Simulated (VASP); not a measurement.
Write the native input for VASP 6.6.1 that does the following.

```yaml
Task: single point
Functional: LDA
Potentials_or_basis: VASP PAW LDA potentials, release 64 (Ca_sv, C)
Cutoff: 520 eV
k_mesh: 10 × 10 × 10
Occupations: gaussian, width 0.05 eV
Spin: no spin polarisation
Dipole_correction: no
Further_INCAR_settings: ALGO = Normal; EDIFF = 1e-07; NBANDS = 16
```

The structure of CaC2 lies in POSCAR:

```
CaC2
1.0
   -1.9826560644      1.9826560644      3.1220584614
    1.9826560644     -1.9826560644      3.1220584614
    1.9826560644      1.9826560644     -3.1220584614
Ca C
1 2
Direct
    0.0000000000      0.0000000000      0.0000000000
    0.5978927200      0.5978927200      0.0000000000
    0.4021072800      0.4021072800      0.0000000000
```

This cell differs from its parent crystal: strain +0.025 along x and y, -0.025 along z.

These files were run (other wordings do the same):

INCAR

```
SYSTEM = CaC2
PREC = Accurate
ENCUT = 520
EDIFF = 1E-7
ISMEAR = 0
SIGMA = 0.05
LREAL = .False.
LASPH = .True.
NELM = 80
ALGO = Normal
ISIF = 2
LWAVE = .False.
LCHARG = .False.
NBANDS = 16
```

KPOINTS

```
regular mesh
0
Gamma
  10 10 10
  0 0 0
```

Potentials or basis: VASP PAW LDA potentials, release 64 (Ca_sv, C).

Run with:

```console
$ cat potpaw_LDA.64/Ca_sv/POTCAR potpaw_LDA.64/C/POTCAR > POTCAR
$ mpirun -np 1 vasp_std > vasp.out
```

Results of the run:

```json
{
  "Pressure": "-0.7 GPa",
  "Largest force": "2.741 eV/Å",
  "Band gap on the k mesh": "1.49 eV, indirect (least direct gap 2.50 eV)"
}
```

Caveat: the cell differs from its parent crystal (strain +0.025 along x and y, -0.025 along z); forces of over 1 eV/Å act on the atoms, so gaps and moduli don't describe the material at rest.

Wall time 3 min on 1 thread of AMD EPYC 7R13 (shared host), peak memory 0.18 GiB.
